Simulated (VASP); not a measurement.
# CsH3Pt (P2_1/m) in VASP: single point with PBEsol

Aim: the single point of CsH3Pt with PBEsol.

All numbers are computed with VASP 6.6.1; they aren't measurements. Logs are shortened: lines on timing, memory, paths and dates and some standing lists are left out, and cuts for length are marked.

## Step 1: The cell of the first run

Symmetry: P2_1/m, No. 11, monoclinic system. Conventional cell: a = 7.439 Å, b = 2.952 Å, c = 7.511 Å, α = 90.00°, β = 90.12°, γ = 90.00°. Cs (site symmetry m) has 7 H at 2.85 to 3.19 Å and 2 Cs at 2.95 Å and 4 Pt at 3.72 to 3.85 Å within 3.9 Å. H (site symmetry m) has 2 Pt at 1.85 Å and 2 H at 1.93 to 1.94 Å within 2.5 Å. H (site symmetry m) has 2 Pt at 1.86 Å and 2 H at 1.93 Å within 2.5 Å. H (site symmetry m) has 2 Pt at 1.84 Å and 2 H at 1.93 to 1.94 Å within 2.4 Å. Pt (site symmetry m) has 6 H at 1.84 to 1.86 Å within 2.4 Å.

## Step 2: Single point, PBEsol

Contents of INCAR:

```
  PREC = Accurate
  ENCUT = 520
  EDIFF = 1E-6
  ISMEAR = -1
  SIGMA = 0.03
  LREAL = F
  LASPH = T
  NELM = 60
  ALGO = Normal
  ISIF = 2
  LWAVE = F
  LCHARG = T
  GGA = PS
  LELF = T
  LVHAR = T
  NBANDS = 33
```

Contents of KPOINTS:

```
Automatic mesh
0
Gamma
  4 6 4
```

Contents of POSCAR:

```
CsH3Pt
1.0
    7.4584247095      0.0000000000      0.8837940774
    0.0000000000      2.9517290629      0.0000000000
   -0.8913700432      0.0000000000      7.3857737828
Cs H Pt
2 6 2
Direct
    0.7609240378      0.7500000000      0.7497599485
    0.2390759622      0.2500000000      0.2502400515
    0.1589748256      0.7500000000      0.6201039263
    0.8410251744      0.2500000000      0.3798960737
    0.1567029856      0.7500000000     -0.1202420772
    0.8432970144      0.2500000000      1.1202420772
    0.3812864075      0.7500000000     -0.2471192310
    0.6187135925      0.2500000000      1.2471192310
    0.7655728956      0.7500000000      0.2492940242
    0.2344271044      0.2500000000      0.7507059758
```

Potentials or basis: VASP PAW PBE potentials, release 64 (Cs_sv, H, Pt).

Started as:

```
$ cat potpaw_PBE.64/Cs_sv/POTCAR potpaw_PBE.64/H/POTCAR potpaw_PBE.64/Pt/POTCAR > POTCAR
$ mpirun -np 1 vasp_std > vasp.out
```

OUTCAR:

```text
PREC = Accurate
   ENCUT = 520
   EDIFF = 1E-6
   ISMEAR = -1
   LREAL = F
   LASPH = T
   NELM = 60
   ISIF = 2
   GGA = PS

 ion  position               nearest neighbor table
   1  0.761  0.750  0.750-
   2  0.239  0.250  0.250-
   3  0.159  0.750  0.620-  10 1.85  10 1.85
   4  0.841  0.250  0.380-   9 1.85   9 1.85
   5  0.157  0.750  0.880-  10 1.86  10 1.86
   6  0.843  0.250  0.120-   9 1.86   9 1.86
   7  0.381  0.750  0.753-  10 1.84  10 1.84
   8  0.619  0.250  0.247-   9 1.84   9 1.84
   9  0.766  0.750  0.249-   8 1.84   8 1.84   4 1.85   4 1.85   6 1.86   6 1.86
  10  0.234  0.250  0.751-   7 1.84   7 1.84   3 1.85   3 1.85   5 1.86   5 1.86

  LATTYP: Found a simple monoclinic cell.
 ALAT       =     7.4393679116
 B/A-ratio  =     0.3967714862
 C/A-ratio  =     1.0095757237
 COS(beta)  =    -0.0021604484

  Lattice vectors:

 A1 = (  -0.8913700432,   0.0000000000,   7.3857737828)
 A2 = (   0.0000000000,  -2.9517290629,   0.0000000000)
 A3 = (   7.4584247095,   0.0000000000,   0.8837940774)

Analysis of symmetry for initial positions (statically):
=====================================================================
 Subroutine PRICEL returns:
 Original cell was already a primitive cell.

 Routine SETGRP: Setting up the symmetry group for a
 simple monoclinic supercell.

 Subroutine GETGRP returns: Found  4 space group operations
 (whereof  2 operations were pure point group operations)
 out of a pool of  4 trial point group operations.

The static configuration has the point symmetry S_2 .
 The point group associated with its full space group is C_2h.

Analysis of symmetry for dynamics (positions and initial velocities):
=====================================================================
 Subroutine PRICEL returns:
 Original cell was already a primitive cell.

 Routine SETGRP: Setting up the symmetry group for a
 simple monoclinic supercell.

 Subroutine GETGRP returns: Found  4 space group operations
 (whereof  2 operations were pure point group operations)
 out of a pool of  4 trial point group operations.

The dynamic configuration has the point symmetry S_2 .
 The point group associated with its full space group is C_2h.

 Subroutine INISYM returns: Found  4 space group operations
 (whereof  2 operations are pure point group operations),
 and found     1 'primitive' translations
[... 108 lines left out ...]
   LASPH  =      T    aspherical Exc in radial PAW
   ENCUT  =  520.0 eV  38.22 Ry    6.18 a.u.  13.96  5.49 13.83*2*pi/ulx,y,z
   NELM   =     60;   NELMIN=  2; NELMDL= -5     # of ELM steps
   EDIFF  = 0.1E-05   stopping-criterion for ELM
   LREAL  =      F    real-space projection
[... 7 lines left out ...]
   TEBEG  =    0.0;   TEEND  =   0.0 temperature during run
   PSTRESS=    0.0 pullay stress
   NELECT =      44.0000    total number of electrons
   NUPDOWN=      -1.0000    fix difference up-down
   EMIN   =  10.00;   EMAX   =-10.00  energy-range for DOS
   EFERMI =   0.00;   METHOD = LEGACY
   ISMEAR =    -1;   SIGMA  =   0.03  broadening in eV -4-tet -1-fermi 0-gaus
   EFERMI_NEDOS =   21; number of points for ismear=-14 and -15
   IALGO  =     38    algorithm
   IMIX   =      4    mixing-type and parameters
     AMIX     =   0.40;   BMIX     =  1.00
     AMIX_MAG =   1.60;   BMIX_MAG =  1.00
  volume/ion in A,a.u.               =      16.49       111.30
  Fermi-wavevector in a.u.,A,eV,Ry     =   1.053894  1.991571 15.111888  1.110692
  Thomas-Fermi vector in A             =   2.189033
   LORBIT       =      0    0 simple, 1 ext, 2 COOP (PROOUT), +10 PAW based schemes
   GGA     = PS    functional components
   LHFCALC =     F    Hartree Fock is set to
   AEXX    =    0.0000 exact exchange contribution
   IVDW    =     0    specifies the selected vdW correction
   LEPSILON=     F    determine dielectric tensor
   LRPA    =     F    only Hartree local field effects (RPA)
 non-spin polarized calculation
  energy-cutoff  :      520.00
  volume of cell :      164.92
 maximum number of plane-waves:      4504
   NGX = 27   NGY = 11   NGZ = 27

 number of electron      44.0000002 magnetization

 Free energy of the ion-electron system (eV)
  ---------------------------------------------------
  ext. energy  EPLUGINS =         0.00000000
  ---------------------------------------------------
  free energy    TOTEN  =       -34.60467202 eV

  energy without entropy =      -34.60358076  energy(sigma->0) =      -34.60412639

 E-fermi :   3.3098     XC(G=0):  -9.0911

 val. band max:        3.2407195433   @ k =   0.0000   0.1667   0.0000
 cond. band min:       3.3896069945   @ k =   0.5000   0.5000   0.0000
 fundamental gap:      0.1488874512
 Fermi energy:         3.3098431740

 k-point     1 :       0.0000    0.0000    0.0000
  band No.  band energies     occupation
      1     -20.5316      2.00000
      2     -20.5225      2.00000
      3      -7.3039      2.00000
      4      -7.2543      2.00000
      5      -7.1075      2.00000
      6      -7.0865      2.00000
[... 853 lines left out ...]
     32       8.6403      0.00000
     33       8.8400      0.00000

 [... further k-points ...]

------------------------ aborting loop because EDIFF is reached ----------------------------------------

  FORCE on cell =-STRESS in cart. coord.  units (eV):
  Direction    XX          YY          ZZ          XY          YZ          ZX
  --------------------------------------------------------------------------------------
  -------------------------------------------------------------------------------------
  Total        0.0277281      0.2552268     -0.0177274      0.0000000      0.0000000      0.0219063
  in kB        0.2693667      2.4794220     -0.1722141      0.0000000      0.0000000      0.2128103
  external PRESSURE =       0.8588582 kB  Pullay stress =       0.0000000 kB

 VOLUME and BASIS-vectors are now :
 -----------------------------------------------------------------------------
  energy-cutoff  :      520.00
  volume of cell :      164.92
      direct lattice vectors                 reciprocal lattice vectors
     7.458424710  0.000000000  0.883794077     0.132186177  0.000000000  0.015953210
     0.000000000  2.951729063  0.000000000     0.000000000  0.338784481  0.000000000
    -0.891370043  0.000000000  7.385773783    -0.015817620  0.000000000  0.133486440

 POSITION                                       TOTAL-FORCE (eV/Angst)
 -----------------------------------------------------------------------------------
      5.00698      2.21380      6.21006        -0.003121      0.000000     -0.000997
      1.56007      0.73793      2.05951         0.003121      0.000000      0.000997
      0.63296      2.21380      4.72045        -0.003047     -0.000000     -0.002696
      5.93409      0.73793      3.54912         0.003047      0.000000      0.002696
      0.38457      2.21380      6.63619        -0.001986      0.000000      0.001019
      6.18249      0.73793      1.63338         0.001986      0.000000     -0.001019
      2.17270      2.21380      5.89759         0.004175     -0.000000      0.000848
      4.39435      0.73793      2.37198        -0.004175      0.000000     -0.000848
      5.48775      2.21380      2.51784        -0.001735      0.000000     -0.000612
      1.07930      0.73793      5.75173         0.001735      0.000000      0.000612
 -----------------------------------------------------------------------------------
    total drift:                                0.000000      0.000000     -0.000000

  FREE ENERGIE OF THE ION-ELECTRON SYSTEM (eV)
  ---------------------------------------------------
  free  energy   TOTEN  =       -34.6046720194 eV

  energy  without entropy=      -34.6035807621  energy(sigma->0) =      -34.60412639
```

Wall time 4.5 min (1 thread of Intel Xeon 8259CL, shared host); peak memory 0.38 GiB.

What came out:

```
Free energy            : -34.6047 eV
Pressure               : 0.1 GPa
Largest force          : 0.004 eV/Å
Band gap on the k mesh : zero (bands 22 and 23 overlap by 3.18 eV)
```

Forces on the atoms (eV/Å):
```
Cs  -0.003  0.000 -0.001
Cs   0.003  0.000  0.001
H   -0.003  0.000 -0.003
H    0.003  0.000  0.003
H   -0.002  0.000  0.001
H    0.002  0.000 -0.001
H    0.004  0.000  0.001
H   -0.004  0.000 -0.001
Pt  -0.002  0.000 -0.001
Pt   0.002  0.000  0.001
```

Stress tensor (GPa, compression positive):
```
 0.03  0.00  0.02
 0.00  0.25  0.00
 0.02  0.00 -0.02
```

Levels at points of the mesh, in eV from the Fermi level:
```
           k point  band 19  band 20  band 21  band 22  band 23  band 24  band 25  band 26
(0.00, 0.00, 0.00)    -2.82    -2.81    -2.12    -2.03    -1.83    -1.72     1.87     2.88
(0.50, 0.00, 0.00)    -2.82    -2.81    -2.47    -2.43    -2.00    -1.84     2.62     2.93
(0.00, 0.50, 0.00)    -2.77    -2.77     0.39     0.39     0.87     0.87     1.11     1.11
(0.50, 0.50, 0.00)    -2.77    -2.77     0.08     0.08     1.15     1.15     2.50     2.50
(0.00, 0.00, 0.50)    -2.81    -2.81    -2.34    -2.34    -1.98    -1.98     2.79     2.83
(0.50, 0.00, 0.50)    -2.81    -2.81    -2.60    -2.59    -2.19    -2.18     2.92     2.92
(0.00, 0.50, 0.50)    -2.62    -2.62     0.49     0.49     0.84     0.84     1.31     1.31
(0.50, 0.50, 0.50)    -2.64    -2.64     0.19     0.19     1.41     1.41     2.46     2.46
```

Caveat: the PAW data sets were made with another functional, which shifts forces and pressure a little; spin-orbit coupling is left out, which moves the levels of the heavy elements.
